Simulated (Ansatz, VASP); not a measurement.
**C in VASP and in Ansatz**

```
CELL_PARAMETERS angstrom
2.52379 0.00000 0.00000
-1.26189 2.18567 0.00000
0.00000 0.00000 4.19900
ATOMIC_POSITIONS crystal
C 0.33333 0.66667 0.06269
C 0.66667 0.33333 0.56269
C 0.33333 0.66667 0.43731
C 0.66667 0.33333 0.93731
```

Alike in both runs: functional RPBE; k mesh 8 × 8 × 4; occupations fermi-dirac, width 0.05 eV; no spin polarisation.

Ansatz relaxed the structure, and its values are those at the end. VASP's run is a single point on that final structure, the one shown.

|  | VASP | Ansatz |
| --- | --- | --- |
| version | VASP 6.6.1 | Ansatz 0.2.0 |
| potentials or method | VASP PAW PBE potentials, release 64 (C), cutoff 520 eV | plane waves (420 eV) with PAW, scalar-relativistic |
| valence electrons in the cell | 16 | 16 |

Ansatz gave:

```
pressure (GPa) : 0.0
```

Question: What did VASP give for the same quantities?

Answer: Pressure (GPa): 0.5.

VASP's potentials were made for PBE, not for RPBE.
